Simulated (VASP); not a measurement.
# Hf (P6_3/mmc) in VASP: notebook

Runs on Hf. Level: PBE. Tasks: single point.

Everything below comes from runs of VASP 6.6.1. Logs are shortened: lines on timing, memory, paths and dates and some standing lists are left out, and cuts for length are marked.

## Step 1: The cell of the first run

Symmetry: P6_3/mmc, No. 194, hexagonal system. Conventional cell: a = 3.132 Å, b = 3.132 Å, c = 4.955 Å, α = 90.00°, β = 90.00°, γ = 120.00°. Within 4.0 Å of Hf (site symmetry -6m2) lie 12 Hf at 3.07 to 3.13 Å.

## Step 2: Single point, PBE (volume scaled by 0.9405)

INCAR reads:

```
  PREC = Accurate
  ENCUT = 520
  EDIFF = 1E-6
  ISMEAR = -1
  SIGMA = 0.05
  LREAL = F
  LASPH = T
  NELM = 80
  ALGO = Normal
  ISIF = 2
  LWAVE = F
  LCHARG = T
  GGA = PE
  LELF = T
  LVHAR = T
  NBANDS = 17
```

KPOINTS reads:

```
regular mesh
0
Gamma
  13 13 7
```

POSCAR reads:

```
Hf
1.0
    3.1319965898      0.0000000000      0.0000000000
   -1.5659982949      2.7123886113      0.0000000000
    0.0000000000      0.0000000000      4.9554289314
Hf
2
Direct
    0.3333333333      0.6666666667      0.2500000000
    0.6666666667      0.3333333333      0.7500000000
```

Potentials or basis: VASP PAW PBE potentials, release 64 (Hf_pv).

Run with:

```sh
$ cat potpaw_PBE.64/Hf_pv/POTCAR > POTCAR
$ mpirun -np 1 vasp_std > vasp.out
```

OUTCAR:

```text
PREC = Accurate
   ENCUT = 520
   EDIFF = 1E-6
   ISMEAR = -1
   LREAL = F
   LASPH = T
   NELM = 80
   ISIF = 2
   GGA = PE

 ion  position               nearest neighbor table
   1  0.333  0.667  0.250-   2 3.07   2 3.07   2 3.07   2 3.07   2 3.07   2 3.07
   2  0.667  0.333  0.750-   1 3.07   1 3.07   1 3.07   1 3.07   1 3.07   1 3.07

  LATTYP: Found a hexagonal cell.
 ALAT       =     3.1319965898
 C/A-ratio  =     1.5821948681

  Lattice vectors:

 A1 = (   3.1319965898,   0.0000000000,   0.0000000000)
 A2 = (  -1.5659982949,   2.7123886113,   0.0000000000)
 A3 = (   0.0000000000,   0.0000000000,   4.9554289314)

Analysis of symmetry for initial positions (statically):
=====================================================================
 Subroutine PRICEL returns:
 Original cell was already a primitive cell.

 Routine SETGRP: Setting up the symmetry group for a
 hexagonal supercell.

 Subroutine GETGRP returns: Found 24 space group operations
 (whereof 12 operations were pure point group operations)
 out of a pool of 24 trial point group operations.

The static configuration has the point symmetry D_3d.
 The point group associated with its full space group is D_6h.

Analysis of symmetry for dynamics (positions and initial velocities):
=====================================================================
 Subroutine PRICEL returns:
 Original cell was already a primitive cell.

 Routine SETGRP: Setting up the symmetry group for a
 hexagonal supercell.

 Subroutine GETGRP returns: Found 24 space group operations
 (whereof 12 operations were pure point group operations)
 out of a pool of 24 trial point group operations.

The dynamic configuration has the point symmetry D_3d.
 The point group associated with its full space group is D_6h.

 Subroutine INISYM returns: Found 24 space group operations
 (whereof 12 operations are pure point group operations),
 and found     1 'primitive' translations

----------------------------------------------------------------------------------------

                                     Primitive cell

  volume of cell :      42.0973

  direct lattice vectors                    reciprocal lattice vectors
     3.131996590  0.000000000  0.000000000     0.319285150  0.184339367  0.000000000
    -1.565998295  2.712388611  0.000000000     0.000000000  0.368678734  0.000000000
     0.000000000  0.000000000  4.955428931     0.000000000  0.000000000  0.201798878

  length of vectors
     3.131996590  3.131996590  4.955428931     0.368678734  0.368678734  0.201798878

  position of ions in fractional coordinates (direct lattice)
     0.333333333  0.666666667  0.250000000
     0.666666667  0.333333333  0.750000000

  ion indices of the primitive-cell ions
   primitive index   ion index
                 1           1
                 2           2

----------------------------------------------------------------------------------------

 KPOINTS: regular mesh

Automatic generation of k-mesh.
 Grid dimensions read from file:
 generate k-points for:   13   13    7

 Generating k-lattice:

  Cartesian coordinates                     Fractional coordinates (reciprocal lattice)
     0.024560396  0.014179951  0.000000000     0.076923077  0.000000000  0.000000000
     0.000000000  0.028359903  0.000000000     0.000000000  0.076923077  0.000000000
     0.000000000  0.000000000  0.028828411     0.000000000  0.000000000  0.142857143

  Length of vectors
     0.028359903  0.028359903  0.028828411

  Shift w.r.t. Gamma in fractional coordinates (k-lattice)
     0.000000000  0.000000000  0.000000000

 Subroutine IBZKPT returns following result:
 ===========================================

 Found     84 irreducible k-points:

 Following reciprocal coordinates:
            Coordinates               Weight
  0.000000  0.000000  0.000000      1.000000
  0.076923 -0.000000  0.000000      6.000000
  0.153846 -0.000000  0.000000      6.000000
  0.230769 -0.000000  0.000000      6.000000
  0.307692 -0.000000  0.000000      6.000000
  0.384615 -0.000000  0.000000      6.000000
[... 16 lines left out ...]
  0.076923 -0.000000  0.142857     12.000000
  0.153846 -0.000000  0.142857     12.000000
 [... further k-points ...]
   k-points           NKPTS =     84   k-points in BZ     NKDIM =     84   number of bands    NBANDS=     17
   number of dos      NEDOS =    301   number of ions     NIONS =      2
   total plane-waves  NPLWV =  23040
   dimension x,y,z NGX =    24 NGY =   24 NGZ =   40
   dimension x,y,z NGXF=    48 NGYF=   48 NGZF=   80
   ions per type =               2
   NGX,Y,Z   is equivalent  to a cutoff of  12.74, 12.74, 13.42 a.u.
   NGXF,Y,Z  is equivalent  to a cutoff of  25.48, 25.48, 26.84 a.u.
 SYSTEM =  unknown system
   PREC   = accura    normal or accurate (medium, high low for compatibility)
   ISTART =      0    job   : 0-new  1-cont  2-samecut
   ICHARG =      2    charge: 1-file 2-atom 10-const
   ISPIN  =      1    spin polarized calculation?
   LNONCOLLINEAR =      F non collinear calculations
   LSORBIT =      F    spin-orbit coupling
   LASPH  =      T    aspherical Exc in radial PAW
   ENCUT  =  520.0 eV  38.22 Ry    6.18 a.u.   5.82  5.82  9.21*2*pi/ulx,y,z
   NELM   =     80;   NELMIN=  2; NELMDL= -5     # of ELM steps
   EDIFF  = 0.1E-05   stopping-criterion for ELM
   LREAL  =      F    real-space projection
   EDIFFG = 0.1E-04   stopping-criterion for IOM
   NSW    =      0    number of steps for IOM
   IBRION =     -1    ionic relax: 0-MD 1-quasi-New 2-CG
   NFREE  =      0    steps in history (QN), initial steepest desc. (CG)
   ISIF   =      2    stress and relaxation
   ISYM   =      2    0-nonsym 1-usesym 2-fastsym
   POTIM  = 0.5000    time-step for ionic-motion
   TEBEG  =    0.0;   TEEND  =   0.0 temperature during run
   PSTRESS=    0.0 pullay stress
   NELECT =      20.0000    total number of electrons
   NUPDOWN=      -1.0000    fix difference up-down
   EMIN   =  10.00;   EMAX   =-10.00  energy-range for DOS
   EFERMI =   0.00;   METHOD = LEGACY
   ISMEAR =    -1;   SIGMA  =   0.05  broadening in eV -4-tet -1-fermi 0-gaus
   EFERMI_NEDOS =   21; number of points for ismear=-14 and -15
   IALGO  =     38    algorithm
   IMIX   =      4    mixing-type and parameters
     AMIX     =   0.40;   BMIX     =  1.00
     AMIX_MAG =   1.60;   BMIX_MAG =  1.00
  volume/ion in A,a.u.               =      21.05       142.04
  Fermi-wavevector in a.u.,A,eV,Ry     =   1.277419  2.413972 22.201975  1.631799
  Thomas-Fermi vector in A             =   2.410020
   LORBIT       =      0    0 simple, 1 ext, 2 COOP (PROOUT), +10 PAW based schemes
   GGA     = PE    functional components
   LHFCALC =     F    Hartree Fock is set to
   AEXX    =    0.0000 exact exchange contribution
   IVDW    =     0    specifies the selected vdW correction
   LEPSILON=     F    determine dielectric tensor
   LRPA    =     F    only Hartree local field effects (RPA)
 non-spin polarized calculation
  energy-cutoff  :      520.00
  volume of cell :       42.10
 maximum number of plane-waves:      1152
 NGX is ok and might be reduce to    24
   NGX = 11   NGY = 11   NGZ = 19

 number of electron      19.9999996 magnetization

 Free energy of the ion-electron system (eV)
  ---------------------------------------------------
  ext. energy  EPLUGINS =         0.00000000
  ---------------------------------------------------
  free energy    TOTEN  =       -19.79015808 eV

  energy without entropy =      -19.77669665  energy(sigma->0) =      -19.78342737

 E-fermi :   5.3585     XC(G=0): -11.5639

 val. band max:        5.3508444217   @ k =   0.0000   0.0000   0.4286
 cond. band min:       5.3676438769   @ k =   0.3846   0.2308   0.2857
 fundamental gap:      0.0167994552
 Fermi energy:         5.3584960679

 k-point     1 :       0.0000    0.0000    0.0000
  band No.  band energies     occupation
      1     -25.6905      2.00000
      2     -24.7860      2.00000
      3     -24.7860      2.00000
      4     -24.6316      2.00000
      5     -24.6316      2.00000
      6     -24.6295      2.00000
[... 9 lines left out ...]
     16       8.1206      0.00000
     17      11.0176      0.00000

 k-point     2 :       0.0769   -0.0000    0.0000
  band No.  band energies     occupation
      1     -25.6718      2.00000
      2     -24.8265      2.00000
      3     -24.7995      2.00000
      4     -24.6745      2.00000
      5     -24.6380      2.00000
      6     -24.6368      2.00000
[... 9 lines left out ...]
     16       7.9343      0.00000
     17      11.1740      0.00000

 k-point     3 :       0.1538   -0.0000    0.0000
  band No.  band energies     occupation
      1     -25.6177      2.00000
      2     -24.9388      2.00000
      3     -24.8360      2.00000
      4     -24.7903      2.00000
      5     -24.6638      2.00000
      6     -24.6523      2.00000
[... 9 lines left out ...]
     16       8.1138      0.00000
     17      11.5086      0.00000

 k-point     4 :       0.2308   -0.0000    0.0000
  band No.  band energies     occupation
      1     -25.5346      2.00000
      2     -25.0971      2.00000
      3     -24.9465      2.00000
      4     -24.8851      2.00000
      5     -24.7069      2.00000
      6     -24.6759      2.00000
[... 9 lines left out ...]
     16       8.9170      0.00000
     17      11.8378      0.00000

 k-point     5 :       0.3077   -0.0000    0.0000
  band No.  band energies     occupation
      1     -25.4330      2.00000
      2     -25.2643      2.00000
      3     -25.1041      2.00000
      4     -24.9353      2.00000
      5     -24.7658      2.00000
      6     -24.7024      2.00000
[... 9 lines left out ...]
     16       9.9374      0.00000
     17      12.0768      0.00000

 k-point     6 :       0.3846   -0.0000    0.0000
  band No.  band energies     occupation
      1     -25.4017      2.00000
      2     -25.3293      2.00000
      3     -25.2296      2.00000
      4     -24.9756      2.00000
      5     -24.8339      2.00000
      6     -24.7251      2.00000
[... 9 lines left out ...]
     16      11.0292      0.00000
     17      12.2171      0.00000

 k-point     7 :       0.4615   -0.0000    0.0000
  band No.  band energies     occupation
      1     -25.4787      2.00000
      2     -25.2986      2.00000
      3     -25.2533      2.00000
      4     -24.9980      2.00000
      5     -24.8896      2.00000
      6     -24.7382      2.00000
[... 9 lines left out ...]
     16      12.0637      0.00000
     17      12.2788      0.00000

 k-point     8 :       0.0769    0.0769    0.0000
  band No.  band energies     occupation
      1     -25.6354      2.00000
      2     -24.8956      2.00000
      3     -24.8398      2.00000
      4     -24.7408      2.00000
      5     -24.6552      2.00000
      6     -24.6524      2.00000
[... 9 lines left out ...]
     16       7.9943      0.00000
     17      11.3677      0.00000
[... 203 lines left out ...]
      1     -25.3748      2.00000
      2     -25.2501      2.00000
      3     -25.1997      2.00000
      4     -25.0986      2.00000
      5     -24.9310      2.00000
      6     -24.9178      2.00000
[... 9 lines left out ...]
     16      11.6348      0.00000
     17      12.7359      0.00000

 k-point    20 :       0.3846    0.2308    0.0000
  band No.  band energies     occupation
      1     -25.3978      2.00000
      2     -25.2229      2.00000
      3     -25.1545      2.00000
      4     -25.1473      2.00000
      5     -24.9756      2.00000
      6     -24.9381      2.00000
[... 9 lines left out ...]
     16      11.6107      0.00000
     17      11.9819      0.00000

 k-point    21 :       0.3077    0.3077    0.0000
  band No.  band energies     occupation
      1     -25.3642      2.00000
      2     -25.2205      2.00000
      3     -25.1673      2.00000
      4     -25.1103      2.00000
      5     -25.0088      2.00000
      6     -24.9984      2.00000
[... 9 lines left out ...]
     16      11.5175      0.00000
     17      11.7729      0.00000

 k-point    22 :       0.0000    0.0000    0.1429
  band No.  band energies     occupation
      1     -25.6420      2.00000
      2     -24.7784      2.00000
      3     -24.7784      2.00000
      4     -24.6866      2.00000
      5     -24.6393      2.00000
      6     -24.6393      2.00000
[... 9 lines left out ...]
     16       8.4463      0.00000
     17      11.1078      0.00000

 k-point    23 :       0.0769   -0.0000    0.1429
  band No.  band energies     occupation
      1     -25.6256      2.00000
      2     -24.8178      2.00000
      3     -24.7916      2.00000
      4     -24.7232      2.00000
      5     -24.6520      2.00000
      6     -24.6450      2.00000
[... 9 lines left out ...]
     16       8.3306      0.00000
     17      11.2420      0.00000

 k-point    24 :       0.1538   -0.0000    0.1429
  band No.  band energies     occupation
      1     -25.5794      2.00000
      2     -24.9266      2.00000
      3     -24.8331      2.00000
      4     -24.8270      2.00000
      5     -24.6773      2.00000
      6     -24.6616      2.00000
[... 9 lines left out ...]
     16       8.3135      0.00000
     17      11.5000      0.00000

 [... further k-points ...]

------------------------ aborting loop because EDIFF is reached ----------------------------------------

  FORCE on cell =-STRESS in cart. coord.  units (eV):
  Direction    XX          YY          ZZ          XY          YZ          ZX
  --------------------------------------------------------------------------------------
  -------------------------------------------------------------------------------------
  Total        2.0346434      2.0346434      2.1057343      0.0000000      0.0000000     -0.0000000
  in kB       77.4362745     77.4362745     80.1419147      0.0000000      0.0000000     -0.0000000
  external PRESSURE =      78.3381545 kB  Pullay stress =       0.0000000 kB

 VOLUME and BASIS-vectors are now :
 -----------------------------------------------------------------------------
  energy-cutoff  :      520.00
  volume of cell :       42.10
      direct lattice vectors                 reciprocal lattice vectors
     3.131996590  0.000000000  0.000000000     0.319285150  0.184339367  0.000000000
    -1.565998295  2.712388611  0.000000000     0.000000000  0.368678734  0.000000000
     0.000000000  0.000000000  4.955428931     0.000000000  0.000000000  0.201798878

 POSITION                                       TOTAL-FORCE (eV/Angst)
 -----------------------------------------------------------------------------------
     -0.00000      1.80826      1.23886        -0.000000     -0.000000      0.000000
      1.56600      0.90413      3.71657         0.000000      0.000000      0.000000
 -----------------------------------------------------------------------------------
    total drift:                               -0.000000      0.000000     -0.000000

  FREE ENERGIE OF THE ION-ELECTRON SYSTEM (eV)
  ---------------------------------------------------
  free  energy   TOTEN  =       -19.7901580836 eV

  energy  without entropy=      -19.7766966529  energy(sigma->0) =      -19.78342737
```

Wall time 16 s (1 thread of Intel Xeon 6975P-C (Granite Rapids), shared host); peak memory 0.19 GiB.

Results:

```yaml
Free_energy: -19.7902 eV
Pressure: 7.8 GPa
Band_gap_on_the_k_mesh: zero (band 10 reaches 6.54 eV, above the bottom of band 11 at 4.98 eV)
```

Stress tensor (GPa, compression positive):
```
7.74 0.00 0.00
0.00 7.74 0.00
0.00 0.00 8.01
```

Levels at points of the mesh, in eV from the Fermi level:
| k point | band 6 | band 7 | band 8 | band 9 | band 10 | band 11 | band 12 | band 13 | band 14 | band 15 |
| --- | --- | --- | --- | --- | --- | --- | --- | --- | --- | --- |
| (0.00, 0.00, 0.00) | -29.99 | -7.59 | -3.91 | 0.87 | 1.18 | 1.18 | 1.49 | 2.08 | 2.08 | 2.76 |

Caveat: spin-orbit coupling is left out, which moves the levels of the heavy elements.

## Step 3: Single point, PBE (volume scaled by 0.97)

INCAR reads:

```
SYSTEM = Hf
ALGO     = Normal         ! electronic algorithm
EDIFF    = 1E-6           ! SCF threshold, eV
ENCUT    = 520            ! plane-wave cutoff, eV
GGA      = PE             ! functional
ISIF     = 2              ! what is computed and relaxed
ISMEAR   = -1             ! smearing method
LASPH    = .TRUE.         ! aspherical terms in the spheres
LCHARG   = .FALSE.        ! write CHGCAR
LREAL    = .FALSE.        ! projectors in reciprocal space
LWAVE    = .FALSE.        ! write WAVECAR
NBANDS   = 17             ! bands
NELM     = 80             ! most SCF steps
PREC     = Accurate       ! precision mode
SIGMA    = 0.05           ! smearing width, eV
```

KPOINTS reads:

```
k-points
0
G
  13 13 7
  0 0 0
```

POSCAR reads:

```
Hf
1.0
    3.1644064323      0.0000000000      0.0000000000
   -1.5822032162      2.7404563583      0.0000000000
    0.0000000000      0.0000000000      5.0067076179
Hf
2
Direct
    0.3333333333      0.6666666667      0.2500000000
    0.6666666667      0.3333333333      0.7500000000
```

Potentials or basis: VASP PAW PBE potentials, release 64 (Hf_pv).

Run with:

```sh
$ cat potpaw_PBE.64/Hf_pv/POTCAR > POTCAR
$ mpirun -np 1 vasp_std > vasp.out
```

Wall time 15 s (1 thread of Intel Xeon 6975P-C (Granite Rapids), shared host); peak memory 0.19 GiB.

It converged, with:

```
Free energy            : -19.8383 eV
Pressure               : 3.9 GPa
Band gap on the k mesh : zero (band 10 reaches 6.32 eV, above the bottom of band 11 at 4.74 eV)
```

Levels at points of the mesh, in eV from the Fermi level:
| k point | band 6 | band 7 | band 8 | band 9 | band 10 | band 11 | band 12 | band 13 | band 14 | band 15 |
| --- | --- | --- | --- | --- | --- | --- | --- | --- | --- | --- |
| (0.00, 0.00, 0.00) | -30.10 | -7.49 | -3.81 | 0.75 | 1.18 | 1.18 | 1.47 | 2.04 | 2.04 | 2.70 |

Caveat: spin-orbit coupling is left out, which moves the levels of the heavy elements.
